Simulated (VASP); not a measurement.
Input of a VASP 6.6.1 run:

Contents of INCAR:

```
  ALGO = Normal
  EDIFF = 1E-6
  ENCUT = 500
  GGA = PE
  GGA_COMPAT = False
  ISIF = 2
  ISMEAR = -1
  LASPH = True
  LCHARG = False
  LREAL = False
  LWAVE = False
  NBANDS = 8
  NELM = 120
  PREC = Accurate
  SIGMA = 0.06122561905347299
```

KPOINTS

```
k-points
0
Gamma
  24 24 24
```

The input POSCAR:

```
Si
1.0
    0.0000000000      1.9725036237      1.9725036237
    1.9725036237      0.0000000000      1.9725036237
    1.9725036237      1.9725036237      0.0000000000
Si
1
Direct
    0.0000000000      0.0000000000      0.0000000000
```

Potentials or basis: VASP PAW PBE potentials, release 64 (Si).

The run is started by

```console
$ cat potpaw_PBE.64/Si/POTCAR > POTCAR
$ mpirun -np 1 vasp_std > vasp.out
```

Predict the band gap on the k mesh.

zero (band 2 reaches 19.85 eV, above the bottom of band 3 at 6.50 eV).

What does it give for the pressure?

-4.4 GPa.
